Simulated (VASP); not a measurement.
# HfC (NiAs type) (P6_3/mmc) in VASP: relaxation of cell and atoms with PBE

Aim: the relaxation of cell and atoms of HfC (NiAs type) with PBE.

Everything below comes from runs of VASP 6.6.1. Logs are shortened: lines on timing, memory, paths and dates and some standing lists are left out, and cuts for length are marked.

## Step 1: The cell of the first run

It takes space group P6_3/mmc (No. 194, hexagonal). The conventional cell has a = 3.182 Å, b = 3.182 Å, c = 4.933 Å, α = 90.00°, β = 90.00°, γ = 120.00°. Within 2.9 Å of Hf (site symmetry -3m) lie 6 C at 2.21 Å and 2 Hf at 2.47 Å. Within 2.9 Å of C (site symmetry -6m2) lie 6 Hf at 2.21 Å.

## Step 2: Relaxation of cell and atoms, PBE, target pressure 47 GPa, at which the enthalpy is minimised

Input file INCAR:

```
SYSTEM = HfC
ALGO = Normal ; EDIFF = 1E-7
EDIFFG = -0.005 ; ENCUT = 600
GGA = PE ; IBRION = 2
ISIF = 3 ; ISMEAR = -1
LASPH = .True. ; LCHARG = .False.
LREAL = .False. ; LWAVE = .False.
NELM = 80 ; NSW = 60
PREC = Accurate ; PSTRESS = 470.0
SIGMA = 0.1
```

Input file KPOINTS:

```
k-points
0
Gamma
  10 10 6
  0 0 0
```

Input file POSCAR:

```
HfC
1.0
    3.1824755015      0.0000000000      0.0000000000
   -1.5912377507      2.7561046312      0.0000000000
    0.0000000000      0.0000000000      4.9328370273
Hf C
2 2
Direct
    0.0000000000      0.0000000000      0.0000000000
    0.0000000000      0.0000000000      0.5000000000
    0.3333333333      0.6666666667      0.2500000000
    0.6666666667      0.3333333333      0.7500000000
```

Potentials or basis: VASP PAW PBE potentials, release 64 (Hf_pv, C).

On the command line:

```sh
> cat potpaw_PBE.64/Hf_pv/POTCAR potpaw_PBE.64/C/POTCAR > POTCAR
> mpirun -np 1 vasp_std > vasp.out
```

OUTCAR:

```text
SYSTEM = HfC
   EDIFF = 1E-7
   EDIFFG = -0.005
   ENCUT = 600
   GGA = PE
   IBRION = 2
   ISIF = 3
   ISMEAR = -1
   LASPH = .True.
   LREAL = .False.
   NELM = 80
   NSW = 60
   PREC = Accurate
   PSTRESS = 470.0

 ion  position               nearest neighbor table
   1  0.000  0.000  0.000-   3 2.21   4 2.21   3 2.21   4 2.21   4 2.21   3 2.21   2 2.47   2 2.47

   2  0.000  0.000  0.500-   3 2.21   4 2.21   3 2.21   4 2.21   4 2.21   3 2.21   1 2.47   1 2.47

   3  0.333  0.667  0.250-   1 2.21   2 2.21   1 2.21   2 2.21   1 2.21   2 2.21
   4  0.667  0.333  0.750-   1 2.21   2 2.21   1 2.21   2 2.21   1 2.21   2 2.21

  LATTYP: Found a hexagonal cell.
 ALAT       =     3.1824755015
 C/A-ratio  =     1.5500000000

  Lattice vectors:

 A1 = (   3.1824755015,   0.0000000000,   0.0000000000)
 A2 = (  -1.5912377507,   2.7561046312,   0.0000000000)
 A3 = (   0.0000000000,   0.0000000000,   4.9328370273)

Analysis of symmetry for initial positions (statically):
=====================================================================
 Subroutine PRICEL returns:
 Original cell was already a primitive cell.

 Routine SETGRP: Setting up the symmetry group for a
 hexagonal supercell.

 Subroutine GETGRP returns: Found 24 space group operations
 (whereof 12 operations were pure point group operations)
 out of a pool of 24 trial point group operations.

The static configuration has the point symmetry D_3d.
 The point group associated with its full space group is D_6h.

Analysis of symmetry for dynamics (positions and initial velocities):
=====================================================================
 Subroutine PRICEL returns:
 Original cell was already a primitive cell.

 Routine SETGRP: Setting up the symmetry group for a
 hexagonal supercell.

 Subroutine GETGRP returns: Found 24 space group operations
 (whereof 12 operations were pure point group operations)
 out of a pool of 24 trial point group operations.

The dynamic configuration has the point symmetry D_3d.
 The point group associated with its full space group is D_6h.

 Subroutine INISYM returns: Found 24 space group operations
 (whereof 12 operations are pure point group operations),
 and found     1 'primitive' translations

----------------------------------------------------------------------------------------

                                     Primitive cell

  volume of cell :      43.2671

  direct lattice vectors                    reciprocal lattice vectors
     3.182475501  0.000000000  0.000000000     0.314220801  0.181415464  0.000000000
    -1.591237751  2.756104631  0.000000000     0.000000000  0.362830928  0.000000000
     0.000000000  0.000000000  4.932837027     0.000000000  0.000000000  0.202723097

  length of vectors
     3.182475501  3.182475501  4.932837027     0.362830928  0.362830928  0.202723097

  position of ions in fractional coordinates (direct lattice)
     0.000000000  0.000000000  0.000000000
     0.000000000  0.000000000  0.500000000
     0.333333333  0.666666667  0.250000000
     0.666666667  0.333333333  0.750000000

  ion indices of the primitive-cell ions
   primitive index   ion index
                 1           1
                 2           2
                 3           3
                 4           4

----------------------------------------------------------------------------------------

 KPOINTS: k-points

Automatic generation of k-mesh.
 Grid dimensions read from file:
 generate k-points for:   10   10    6

 Generating k-lattice:

  Cartesian coordinates                     Fractional coordinates (reciprocal lattice)
     0.031422080  0.018141546  0.000000000     0.100000000  0.000000000  0.000000000
     0.000000000  0.036283093  0.000000000     0.000000000  0.100000000  0.000000000
     0.000000000  0.000000000  0.033787183     0.000000000  0.000000000  0.166666667

  Length of vectors
     0.036283093  0.036283093  0.033787183

  Shift w.r.t. Gamma in fractional coordinates (k-lattice)
     0.000000000  0.000000000  0.000000000

 Subroutine IBZKPT returns following result:
 ===========================================

 Found     56 irreducible k-points:

 Following reciprocal coordinates:
            Coordinates               Weight
  0.000000  0.000000  0.000000      1.000000
  0.100000  0.000000  0.000000      6.000000
  0.200000  0.000000  0.000000      6.000000
  0.300000  0.000000  0.000000      6.000000
  0.400000  0.000000  0.000000      6.000000
  0.500000  0.000000  0.000000      3.000000
[... 16 lines left out ...]
  0.300000  0.100000  0.166667     24.000000
  0.400000  0.100000  0.166667     24.000000
 [... further k-points ...]
   k-points           NKPTS =     56   k-points in BZ     NKDIM =     56   number of bands    NBANDS=     18
   number of dos      NEDOS =    301   number of ions     NIONS =      4
   total plane-waves  NPLWV =  31360
   dimension x,y,z NGX =    28 NGY =   28 NGZ =   40
   dimension x,y,z NGXF=    56 NGYF=   56 NGZF=   80
   ions per type =               2   2
   NGX,Y,Z   is equivalent  to a cutoff of  14.63, 14.63, 13.48 a.u.
   NGXF,Y,Z  is equivalent  to a cutoff of  29.25, 29.25, 26.96 a.u.
 SYSTEM =  HfC
   PREC   = accura    normal or accurate (medium, high low for compatibility)
   ISTART =      0    job   : 0-new  1-cont  2-samecut
   ICHARG =      2    charge: 1-file 2-atom 10-const
   ISPIN  =      1    spin polarized calculation?
   LNONCOLLINEAR =      F non collinear calculations
   LSORBIT =      F    spin-orbit coupling
   LASPH  =      T    aspherical Exc in radial PAW
   ENCUT  =  600.0 eV  44.10 Ry    6.64 a.u.   6.36  6.36  9.85*2*pi/ulx,y,z
   NELM   =     80;   NELMIN=  2; NELMDL= -5     # of ELM steps
   EDIFF  = 0.1E-06   stopping-criterion for ELM
   LREAL  =      F    real-space projection
   EDIFFG = -.5E-02   stopping-criterion for IOM
   NSW    =     60    number of steps for IOM
   IBRION =      2    ionic relax: 0-MD 1-quasi-New 2-CG
   NFREE  =      1    steps in history (QN), initial steepest desc. (CG)
   ISIF   =      3    stress and relaxation
   ISYM   =      2    0-nonsym 1-usesym 2-fastsym
   POTIM  = 0.5000    time-step for ionic-motion
   TEBEG  =    0.0;   TEEND  =   0.0 temperature during run
   PSTRESS=  470.0 pullay stress
   NELECT =      28.0000    total number of electrons
   NUPDOWN=      -1.0000    fix difference up-down
   EMIN   =  10.00;   EMAX   =-10.00  energy-range for DOS
   EFERMI =   0.00;   METHOD = LEGACY
   ISMEAR =    -1;   SIGMA  =   0.10  broadening in eV -4-tet -1-fermi 0-gaus
   EFERMI_NEDOS =   21; number of points for ismear=-14 and -15
   IALGO  =     38    algorithm
   IMIX   =      4    mixing-type and parameters
     AMIX     =   0.40;   BMIX     =  1.00
     AMIX_MAG =   1.60;   BMIX_MAG =  1.00
  volume/ion in A,a.u.               =      10.82        73.00
  Fermi-wavevector in a.u.,A,eV,Ry     =   1.416038  2.675924 27.281918  2.005164
  Thomas-Fermi vector in A             =   2.537414
   LORBIT       =      0    0 simple, 1 ext, 2 COOP (PROOUT), +10 PAW based schemes
   GGA     = PE    functional components
   LHFCALC =     F    Hartree Fock is set to
   AEXX    =    0.0000 exact exchange contribution
   IVDW    =     0    specifies the selected vdW correction
   LEPSILON=     F    determine dielectric tensor
   LRPA    =     F    only Hartree local field effects (RPA)
 conjugate gradient relaxation of ions
 non-spin polarized calculation
  energy-cutoff  :      600.00
  volume of cell :       43.27
 maximum number of plane-waves:      1459
 NGX is ok and might be reduce to    28
   NGX = 13   NGY = 13   NGZ = 19

--------------------------------------- Ionic step        1  -------------------------------------------

 number of electron      27.9999999 magnetization

 Free energy of the ion-electron system (eV)
  ---------------------------------------------------
  ext. energy  EPLUGINS =         0.00000000
  ---------------------------------------------------
  free energy    TOTEN  =       -37.04063569 eV

  energy without entropy =      -36.98973246  energy(sigma->0) =      -37.01518407

------------------------ aborting loop because EDIFF is reached ----------------------------------------

  FORCE on cell =-STRESS in cart. coord.  units (eV):
  Direction    XX          YY          ZZ          XY          YZ          ZX
  --------------------------------------------------------------------------------------
  -------------------------------------------------------------------------------------
  Total       10.3101083     10.3101083     35.6516053      0.0000000     -0.0000000     -0.0000000
  in kB      381.7827234    381.7827234   1320.1769171      0.0000000     -0.0000000     -0.0000000
  external PRESSURE =     224.5807880 kB  Pullay stress =     470.0000000 kB
[... 103 lines left out ...]
  energy  without entropy=      -39.4264845927  energy(sigma->0) =      -39.44162291

  enthalpy is  TOTEN    =       -25.5734460735 eV   P V=       13.8833151451

[... ionic steps 4 to 9 ...]

--------------------------------------- Ionic step       10  -------------------------------------------

 number of electron      28.0000000 magnetization

------------------------ aborting loop because EDIFF is reached ----------------------------------------
[... 75 lines left out ...]
--------------------------------------- Ionic step       12  -------------------------------------------

 number of electron      28.0000000 magnetization

 Free energy of the ion-electron system (eV)
  ---------------------------------------------------
  ext. energy  EPLUGINS =         0.00000000
  ---------------------------------------------------
  free energy    TOTEN  =       -38.94383535 eV

  energy without entropy =      -38.91298578  energy(sigma->0) =      -38.92841056

 E-fermi :   6.6811     XC(G=0): -12.7774

 val. band max:        6.6640221292   @ k =   0.2000   0.1000   0.0000
 cond. band min:       6.7623236341   @ k =   0.2000   0.0000   0.0000
 fundamental gap:      0.0983015049
 Fermi energy:         6.6810678530

 k-point     1 :       0.0000    0.0000    0.0000
  band No.  band energies     occupation
      1     -23.6737      2.00000
      2     -22.3966      2.00000
      3     -22.3966      2.00000
      4     -22.2151      2.00000
      5     -22.2151      2.00000
      6     -21.9866      2.00000
[... 481 lines left out ...]
      5     -22.4824      2.00000
      6     -21.9740      2.00000
[... 10 lines left out ...]
     17      12.2532      0.00000
     18      13.3544      0.00000

 [... further k-points ...]

------------------------ aborting loop because EDIFF is reached ----------------------------------------

  FORCE on cell =-STRESS in cart. coord.  units (eV):
  Direction    XX          YY          ZZ          XY          YZ          ZX
  --------------------------------------------------------------------------------------
  -------------------------------------------------------------------------------------
  Total       13.2498815     13.2498815     13.2505276      0.0000000     -0.0000000      0.0000000
  in kB      470.1458486    470.1458486    470.1687732      0.0000000     -0.0000000      0.0000000
  external PRESSURE =       0.1534901 kB  Pullay stress =     470.0000000 kB
[... 23 lines left out ...]
  energy  without entropy=      -38.9129857776  energy(sigma->0) =      -38.92841056

  enthalpy is  TOTEN    =       -25.6980641821 eV   P V=       13.2457711681

 reached required accuracy - stopping structural energy minimisation
```

Run time: 5.6 min. Hardware: 1 thread of Intel Xeon Platinum 8488C (Sapphire Rapids), shared host; peak memory 0.22 GiB.

What came out:

```
Free energy                                                : -38.9438 eV
Relaxed volume                                             : 11.29 Å³/atom
Relaxed cell                                               : a = 3.076 Å, b = 3.076 Å, c = 5.510 Å, α = 90.00°, β = 90.00°, γ = 120.00°
Space group after relaxing (to 0.1 Å)                      : P6_3/mmc (No. 194)
Energy change on relaxing (the run minimises the enthalpy) : -475.8 meV/atom
Ionic steps                                                : 12
Pressure after relaxing                                    : 47.0 GPa
Band gap on the k mesh                                     : zero (bands 14 and 15 overlap by 1.82 eV)
```

Step by step:
```tsv
step	energy change (eV)	largest force (eV/Å)	pressure (GPa)	volume (Å³)
1	0.0000	0.0000	69.46	43.27
2	-1.8737	0.0000	0.79	52.12
3	-2.4161	0.0000	30.91	47.33
4	-2.3257	0.0000	33.67	46.98
5	-0.7083	0.0000	73.88	42.23
6	-1.9260	0.0000	46.37	45.23
7	-1.9081	0.0000	46.86	45.17
8	-1.8975	0.0000	47.14	45.13
9	-1.9126	0.0000	46.76	45.19
10	-1.9060	0.0000	46.93	45.16
11	-1.9001	0.0000	47.11	45.14
12	-1.9032	0.0000	47.02	45.15
```

Final structure:
```
CELL_PARAMETERS angstrom
3.07623 0.00000 0.00000
-1.53812 2.66410 0.00000
0.00000 0.00000 5.50961
ATOMIC_POSITIONS crystal
Hf 0.00000 0.00000 0.00000
Hf 0.00000 0.00000 0.50000
C 0.33333 0.66667 0.25000
C 0.66667 0.33333 0.75000
```

Caveat: the cell is relaxed towards a set pressure, so the run minimises the enthalpy, not the energy; spin-orbit coupling is left out, which moves the levels of the heavy elements.

The gap in the log of VASP goes by the Fermi energy; the results here count the filled bands.